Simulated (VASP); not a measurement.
Write the native input for VASP 6.6.1 that does the following.

| Quantity | Value |
| --- | --- |
| Task | single point |
| Functional | PBE |
| Potentials or basis | VASP PAW PBE potentials, release 64 (Sn_d, Te) |
| Cutoff | 520 eV |
| k mesh | 8 × 8 × 8 |
| Occupations | fermi-dirac, width 0.02 eV |
| Spin | no spin polarisation |
| Dipole correction | no |
| Further INCAR settings | ALGO = Normal; EDIFF = 1e-06; NBANDS = 17 |

The structure of SnTe lies in POSCAR:

```
SnTe
1.0
    0.0000000000      3.2531167376      3.2531167376
    3.2531167376      0.0000000000      3.2531167376
    3.2531167376      3.2531167376      0.0000000000
Sn Te
1 1
Direct
    0.0000000000      0.0000000000      0.0000000000
    0.5000000000      0.5000000000      0.5000000000
```

This cell differs from its parent crystal: strain +2.0%.

One way to write it, as run:

INCAR

```
ALGO = Normal
EDIFF = 1E-6
ENCUT = 520
GGA = PE
ISIF = 2
ISMEAR = -1
LASPH = True
LCHARG = False
LREAL = False
LWAVE = False
NBANDS = 17
NELM = 80
PREC = Accurate
SIGMA = 0.02
```

KPOINTS

```
k-points
0
Gamma
  8 8 8
```

Potentials or basis: VASP PAW PBE potentials, release 64 (Sn_d, Te).

Launch:

```sh
$ cat potpaw_PBE.64/Sn_d/POTCAR potpaw_PBE.64/Te/POTCAR > POTCAR
$ mpirun -np 1 vasp_std > vasp.out
```

Results of the run:

```json
{
  "Pressure": "-1.7 GPa",
  "Band gap on the k mesh": "0.17 eV, direct"
}
```

Caveat: the cell differs from its parent crystal (strain +2.0%); spin-orbit coupling is left out, which moves the levels of the heavy elements.

It took 13 s on 1 thread of Intel(R) Xeon(R) 6975P-C (Granite Rapids) (shared host), peak memory 0.21 GiB.
